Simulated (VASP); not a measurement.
Crystal: C.

```
C
1.0
     8.40413    0.00000    0.00000
     8.04222    2.43968    0.00000
     8.04222    1.19300    2.12810
C
4
Direct
  0.91283 0.91283 0.91283
  0.24615 0.24615 0.24615
  0.75385 0.75385 0.75385
  0.08717 0.08717 0.08717
```

Base run:

| Property | Result |
| --- | --- |
| Program | VASP 6.6.1 |
| Functional | PBEsol |
| Potentials or basis | VASP PAW PBE potentials, release 64 (C) |
| Cutoff | 600 eV |
| k mesh | 10 × 10 × 10 |
| Occupations | methfessel-paxton, width 0.05 eV |
| Spin | no spin polarisation |

Its results: pressure -1.9 GPa; largest force 0.011 eV/Å.

The run is repeated on the same cell with these changes: functional from PBEsol to LDA; potentials or basis from VASP PAW PBE potentials, release 64 (C) to VASP PAW LDA potentials, release 64 (C). What comes out?

Pressure -5.9 GPa; largest force 0.006 eV/Å.

Caveats: this functional lacks dispersion, which binds the layers, so the pressure and a relaxed spacing across them are unreliable (at least some runs); the PAW data sets were made with another functional, which shifts forces and pressure a little (at least some runs); the cell stands under tension (at least some runs).
